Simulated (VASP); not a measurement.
Write the native input for VASP 6.6.1 that does the following.

- Task: single point
- Functional: r2SCAN
- Potentials or basis: VASP PAW PBE potentials, release 64 (Pt, S)
- Cutoff: 520 eV
- k mesh: 12 × 12 × 6
- Occupations: gaussian, width 0.01 eV
- Spin: no spin polarisation
- Dipole correction: no
- Further INCAR settings: ALGO = Normal; EDIFF = 1e-06; NBANDS = 18

PtS2:

```
CELL_PARAMETERS angstrom
3.69901 0.00000 0.00000
-1.84951 3.20344 0.00000
0.00000 0.00000 5.33377
ATOMIC_POSITIONS crystal
Pt 0.00000 0.00000 0.00000
S 0.33333 0.66667 0.21740
S 0.66667 0.33333 0.78260
```

This cell differs from its parent crystal: strain +4.1%.

These files were run (other wordings do the same):

POSCAR

```
PtS2
1.0
    3.6990104135      0.0000000000      0.0000000000
   -1.8495052068      3.2034369869      0.0000000000
    0.0000000000      0.0000000000      5.3337667400
Pt S
1 2
Direct
    0.0000000000      0.0000000000      0.0000000000
    0.3333333333      0.6666666667      0.2173954514
    0.6666666667      0.3333333333      0.7826045486
```

INCAR.step1

```
  PREC = Accurate
  ENCUT = 520
  ISMEAR = 0
  SIGMA = 0.01
  LREAL = False
  LASPH = True
  NELM = 60
  NBANDS = 18
  GGA = PE
  ALGO = Normal
  EDIFF = 1E-4
  LWAVE = True
  LCHARG = False
```

INCAR.step2

```
  PREC = Accurate
  ENCUT = 520
  EDIFF = 1E-6
  ISMEAR = 0
  SIGMA = 0.01
  LREAL = False
  LASPH = True
  NELM = 60
  ALGO = Normal
  ISIF = 2
  LWAVE = False
  LCHARG = True
  METAGGA = R2SCAN
  LMIXTAU = True
  LELF = True
  LVHAR = True
  NBANDS = 18
  ISTART = 1
```

KPOINTS

```
Automatic mesh
0
Gamma
  12 12 6
```

Potentials or basis: VASP PAW PBE potentials, release 64 (Pt, S).

Command:

```sh
$ cat potpaw_PBE.64/Pt/POTCAR potpaw_PBE.64/S/POTCAR > POTCAR
$ cp INCAR.step1 INCAR
$ mpirun -np 1 vasp_std > vasp.out
$ cp INCAR.step2 INCAR
$ mpirun -np 1 vasp_std > vasp.out
```

Results of the run:

```json
{
  "Pressure": "-6.1 GPa",
  "Largest force": "0.045 eV/Å",
  "Band gap on the k mesh": "0.95 eV, indirect (least direct gap 1.16 eV)"
}
```

Caveat: the cell differs from its parent crystal (strain +4.1%); the PAW data sets were made with another functional, which shifts forces and pressure a little; spin-orbit coupling is left out, which moves the levels of the heavy elements.

It took 9.2 min on 1 thread of AMD EPYC 7R13 Processor (Zen 3), with other jobs on the host, peak memory 0.22 GiB.
